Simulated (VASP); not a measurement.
# C (Cmmm) in VASP: a series of runs

The runs below take C through relaxation of cell and atoms, single point, with PBE.

All numbers are computed with VASP 6.6.1; they aren't measurements. Logs are shortened: lines on timing, memory, paths and dates and some standing lists are left out, and cuts for length are marked.

### Step 1. The cell of the first run

Symmetry: Cmmm, No. 65, orthorhombic system. The conventional cell has a = 2.705 Å, b = 7.815 Å, c = 2.509 Å, α = 90.00°, β = 90.00°, γ = 90.00°. Within 1.8 Å of C (site symmetry m2m) lie 3 C at 1.34 to 1.49 Å. Within 2.0 Å of C (site symmetry m2m) lie 4 C at 1.49 to 1.65 Å.

### Step 2. Relaxation of cell and atoms, PBE

File INCAR:

```
ALGO     = Normal         # electronic algorithm
EDIFF    = 1E-6           # SCF threshold, eV
EDIFFG   = -0.01          # ionic threshold
ENCUT    = 600            # plane-wave cutoff, eV
GGA      = PE             # functional
IBRION   = 2              # ionic algorithm
ISIF     = 3              # what is computed and relaxed
ISMEAR   = 0              # smearing method
LASPH    = True           # aspherical terms in the spheres
LCHARG   = False          # write CHGCAR
LREAL    = False          # projectors in reciprocal space
LWAVE    = False          # write WAVECAR
NELM     = 100            # most SCF steps
NSW      = 100            # ionic steps
PREC     = Accurate       # precision mode
SIGMA    = 0.1            # smearing width, eV
```

File KPOINTS:

```
k-points
0
Gamma
  18 18 18
```

File POSCAR:

```
C
1.0
    1.3527268956     -3.9077129126      0.0000000000
    1.3527268956      3.9077129126      0.0000000000
    0.0000000000      0.0000000000      2.5092145593
C
4
Direct
    0.0859166161      0.9140833839      0.5000000000
    0.9140833839      0.0859166161      0.5000000000
    0.1892947989      0.8107052011      0.0000000000
    0.8107052011      0.1892947989      0.0000000000
```

Potentials or basis: VASP PAW PBE potentials, release 64 (C).

Started as:

```bash
$ cat potpaw_PBE.64/C/POTCAR > POTCAR
$ mpirun -np 1 vasp_std > vasp.out
```

OUTCAR:

```text
EDIFF = 1E-6
   EDIFFG = -0.01
   ENCUT = 600
   GGA = PE
   IBRION = 2
   ISIF = 3
   ISMEAR = 0
   LASPH = True
   LREAL = False
   NELM = 100
   NSW = 100
   PREC = Accurate

 ion  position               nearest neighbor table
   1  0.086  0.914  0.500-   2 1.34   3 1.49   3 1.49
   2  0.914  0.086  0.500-   1 1.34   4 1.49   4 1.49
   3  0.189  0.811  0.000-   1 1.49   1 1.49   4 1.65   4 1.65
   4  0.811  0.189  0.000-   2 1.49   2 1.49   3 1.65   3 1.65

  LATTYP: Found a base centered orthorhombic cell.
 ALAT       =     2.7054537912
 B/A-ratio  =     2.8887670714
 C/A-ratio  =     0.9274653174

  Lattice vectors:

 A1 = (   1.3527268956,  -3.9077129126,   0.0000000000)
 A2 = (   1.3527268956,   3.9077129126,   0.0000000000)
 A3 = (   0.0000000000,   0.0000000000,   2.5092145593)

Analysis of symmetry for initial positions (statically):
=====================================================================
 Subroutine PRICEL returns:
 Original cell was already a primitive cell.

 Routine SETGRP: Setting up the symmetry group for a
 base centered orthorhombic supercell.

 Subroutine GETGRP returns: Found  8 space group operations
 (whereof  8 operations were pure point group operations)
 out of a pool of  8 trial point group operations.

The static configuration has the point symmetry D_2h.

Analysis of symmetry for dynamics (positions and initial velocities):
=====================================================================
 Subroutine PRICEL returns:
 Original cell was already a primitive cell.

 Routine SETGRP: Setting up the symmetry group for a
 base centered orthorhombic supercell.

 Subroutine GETGRP returns: Found  8 space group operations
 (whereof  8 operations were pure point group operations)
 out of a pool of  8 trial point group operations.

The dynamic configuration has the point symmetry D_2h.

 Subroutine INISYM returns: Found  8 space group operations
 (whereof  8 operations are pure point group operations),
 and found     1 'primitive' translations

----------------------------------------------------------------------------------------

                                     Primitive cell

  volume of cell :      26.5278

  direct lattice vectors                    reciprocal lattice vectors
     1.352726896 -3.907712913  0.000000000     0.369623759 -0.127952081  0.000000000
[... 111 lines left out ...]
  volume/ion in A,a.u.               =       6.63        44.75
  Fermi-wavevector in a.u.,A,eV,Ry     =   1.383188  2.613847 26.030800  1.913210
  Thomas-Fermi vector in A             =   2.507810
   LORBIT       =      0    0 simple, 1 ext, 2 COOP (PROOUT), +10 PAW based schemes
   GGA     = PE    functional components
   LHFCALC =     F    Hartree Fock is set to
   AEXX    =    0.0000 exact exchange contribution
   IVDW    =     0    specifies the selected vdW correction
   LEPSILON=     F    determine dielectric tensor
   LRPA    =     F    only Hartree local field effects (RPA)
 conjugate gradient relaxation of ions
 non-spin polarized calculation
 Gauss-broadening in eV      SIGMA  =   0.10
  energy-cutoff  :      600.00
  volume of cell :       26.53
 maximum number of plane-waves:       906
 NGX is ok and might be reduce to    36
   NGX = 17   NGY = 17   NGZ = 11

--------------------------------------- Ionic step        1  -------------------------------------------

 number of electron      16.0000002 magnetization

 Free energy of the ion-electron system (eV)
  ---------------------------------------------------
  ext. energy  EPLUGINS =         0.00000000
  ---------------------------------------------------
  free energy    TOTEN  =       -35.17991985 eV

  energy without entropy =      -35.17833656  energy(sigma->0) =      -35.17912820

------------------------ aborting loop because EDIFF is reached ----------------------------------------

  FORCE on cell =-STRESS in cart. coord.  units (eV):
  Direction    XX          YY          ZZ          XY          YZ          ZX
  --------------------------------------------------------------------------------------
  -------------------------------------------------------------------------------------
  Total       -0.2577021      0.1225447      0.0440795      0.0000000      0.0000000      0.0000000
  in kB      -15.5642415      7.4012397      2.6622372      0.0000000      0.0000000      0.0000000
  external PRESSURE =      -1.8335882 kB  Pullay stress =       0.0000000 kB
[... 101 lines left out ...]
--------------------------------------- Ionic step        4  -------------------------------------------

 number of electron      16.0000002 magnetization

 Free energy of the ion-electron system (eV)
  ---------------------------------------------------
  ext. energy  EPLUGINS =         0.00000000
  ---------------------------------------------------
  free energy    TOTEN  =       -35.18058066 eV

  energy without entropy =      -35.17883682  energy(sigma->0) =      -35.17970874

 E-fermi :   8.6822     XC(G=0): -12.2763

 val. band max:        8.6702673330   @ k =   0.3333   0.0556   0.4444
 cond. band min:       8.6974907020   @ k =   0.4444   0.0556   0.5000
 fundamental gap:      0.0272233690
 Fermi energy:         8.6822271060

 k-point     1 :       0.0000    0.0000    0.0000
  band No.  band energies     occupation
      1     -12.6788      2.00000
      2      -5.8706      2.00000
      3      -5.3091      2.00000
      4       1.5611      2.00000
      5       2.7118      2.00000
      6       5.6553      2.00000
      7       6.0782      2.00000
      8       6.1674      2.00000
      9      10.9688      0.00000
     10      13.2973      0.00000
     11      14.5100      0.00000
     12      15.8725      0.00000
[... 331 lines left out ...]
 k-point    24 :      -0.2222    0.0556    0.0000
  band No.  band energies     occupation
      1     -12.1586      2.00000
      2      -7.1093      2.00000
      3      -3.6398      2.00000
      4       0.7721      2.00000
      5       1.9121      2.00000
      6       4.1523      2.00000
      7       5.6413      2.00000
      8       6.1929      2.00000
      9      12.6905      0.00000
     10      13.7772      0.00000
     11      14.1879      0.00000
     12      15.2689      0.00000

 [... further k-points ...]

------------------------ aborting loop because EDIFF is reached ----------------------------------------

  FORCE on cell =-STRESS in cart. coord.  units (eV):
  Direction    XX          YY          ZZ          XY          YZ          ZX
  --------------------------------------------------------------------------------------
  -------------------------------------------------------------------------------------
  Total        0.0071477      0.0061067     -0.0370963      0.0000000      0.0000000      0.0000000
  in kB        0.4329122      0.3698637     -2.2467979      0.0000000      0.0000000      0.0000000
  external PRESSURE =      -0.4813407 kB  Pullay stress =       0.0000000 kB
[... 19 lines left out ...]
  FREE ENERGIE OF THE ION-ELECTRON SYSTEM (eV)
  ---------------------------------------------------
  free  energy   TOTEN  =       -35.1805806571 eV

  energy  without entropy=      -35.1788368195  energy(sigma->0) =      -35.17970874

 reached required accuracy - stopping structural energy minimisation
```

Run time: 10 min. Hardware: 1 thread of Intel Xeon Platinum 8259CL at 2.50GHz (Skylake/Cascade Lake), shared host; peak memory 0.39 GiB.

Results:

```yaml
Free_energy: -35.1806 eV
Relaxed_volume: 6.61 Å³/atom
Relaxed_cell: a = 4.134 Å, b = 4.134 Å, c = 2.511 Å, α = 90.00°, β = 90.00°, γ = 141.95°
Space_group_after_relaxing_to_0.05_Å: Cmmm (No. 65)
Energy_gained_by_relaxing: 0.2 meV/atom
Ionic_steps: 4
Pressure_after_relaxing: 0.0 GPa
Largest_force_after_relaxing: 0.006 eV/Å
Band_gap_on_the_k_mesh: zero (band 8 reaches 9.97 eV, above the bottom of band 9 at 8.24 eV)
```

Forces on the atoms (eV/Å):
```
C    0.000  0.000  0.000
C    0.000  0.000  0.000
C    0.000  0.006  0.000
C    0.000 -0.006  0.000
```

The path:
```
step  energy change (eV)  largest force (eV/Å)  pressure (GPa)  volume (Å³)
   1              0.0000                0.1430           -0.18        26.53
   2              0.0033                0.6361           -1.27        26.50
   3             -0.0003                0.0449           -0.46        26.52
   4             -0.0007                0.0063           -0.05        26.45
```

Final structure:
```yaml
crystal:
  lattice:
    - [1.34789, -3.90858, 0.00000]
    - [1.34789, 3.90858, 0.00000]
    - [0.00000, 0.00000, 2.51058]
  atoms:
    - { symbol: C, position: [0.08608, 0.91392, 0.50000] }
    - { symbol: C, position: [0.91392, 0.08608, 0.50000] }
    - { symbol: C, position: [0.18932, 0.81068, 0.00000] }
    - { symbol: C, position: [0.81068, 0.18932, 0.00000] }
```

### Step 3. Single point, PBE, collinear spin, ferromagnetic start

File INCAR:

```
SYSTEM = C
ALGO = Normal
EDIFF = 1E-7
ENCUT = 520
GGA = PE
ISIF = 2
ISMEAR = 0
ISPIN = 2
LASPH = .TRUE.
LCHARG = .FALSE.
LORBIT = 11
LREAL = .FALSE.
LWAVE = .FALSE.
MAGMOM = 1 1 1 1
NBANDS = 20
NELM = 150
PREC = Accurate
SIGMA = 0.1
```

File KPOINTS:

```
k-points
0
G
  6 6 6
  0 0 0
```

POSCAR is that of step 2.

Potentials or basis: VASP PAW PBE potentials, release 64 (C).

Started as:

```bash
$ cat potpaw_PBE.64/C/POTCAR > POTCAR
$ mpirun -np 1 vasp_std > vasp.out
```

It took 48 s on 1 thread of Intel Xeon Platinum 8259CL at 2.50GHz (Skylake/Cascade Lake), shared host; peak memory 0.18 GiB.

The run converged. Its results:

| Item | Value |
| --- | --- |
| Free energy | -35.1757 eV |
| Pressure | 0.5 GPa |
| Largest force | 0.058 eV/Å |
| Band gap on the k mesh | zero (filled and empty bands overlap) |
| Net moment | 0.00 μB per cell |
| Valence electrons inside the program's atomic spheres | C 2.65, 2.51 |

Forces on the atoms (eV/Å):
```
C    0.000 -0.058  0.000
C    0.000  0.058  0.000
C    0.000 -0.002  0.000
C    0.000  0.002  0.000
```

Stress tensor (GPa, compression positive):
```
-0.06  0.00  0.00
 0.00  0.77  0.00
 0.00  0.00  0.69
```

Levels at points of the mesh, in eV from the Fermi level:
Spin up:
| k point | band 4 | band 5 | band 6 | band 7 | band 8 | band 9 | band 10 | band 11 | band 12 | band 13 |
| --- | --- | --- | --- | --- | --- | --- | --- | --- | --- | --- |
| (0.00, 0.00, 0.00) | -6.97 | -5.86 | -2.96 | -2.46 | -2.39 | 2.34 | 4.78 | 5.97 | 7.32 | 8.65 |
| (0.50, 0.00, 0.00) | -10.09 | -6.12 | -5.58 | -3.91 | -3.67 | 2.09 | 6.92 | 7.46 | 7.82 | 10.82 |
| (0.50, 0.50, 0.00) | -6.77 | -5.61 | -5.48 | -5.05 | 1.32 | 1.41 | 2.37 | 5.80 | 7.16 | 10.54 |
| (0.00, 0.00, 0.50) | -10.45 | -10.31 | -7.87 | -3.93 | -0.79 | 3.77 | 5.53 | 6.15 | 8.67 | 10.54 |
| (0.50, 0.00, 0.50) | -11.82 | -8.63 | -8.43 | -6.75 | -5.36 | 0.21 | 5.29 | 6.19 | 7.84 | 12.42 |
| (0.50, 0.50, 0.50) | -13.58 | -6.84 | -4.27 | -4.04 | -1.25 | 5.03 | 5.12 | 6.92 | 7.17 | 7.56 |
Spin down:
```tsv
k point	band 5	band 6	band 7	band 8	band 9	band 10	band 11	band 12
(0.00, 0.00, 0.00)	-5.86	-2.96	-2.46	-2.39	2.34	4.78	5.97	7.32
(0.50, 0.00, 0.00)	-6.12	-5.58	-3.91	-3.67	2.09	6.92	7.46	7.82
(0.50, 0.50, 0.00)	-5.61	-5.48	-5.05	1.32	1.41	2.37	5.80	7.16
(0.00, 0.00, 0.50)	-10.31	-7.87	-3.93	-0.79	3.77	5.53	6.15	8.67
(0.50, 0.00, 0.50)	-8.63	-8.43	-6.75	-5.36	0.21	5.29	6.19	7.84
(0.50, 0.50, 0.50)	-6.84	-4.27	-4.04	-1.25	5.03	5.12	6.92	7.17
```

Caveat: the k points lie up to 0.42 Å⁻¹ apart.
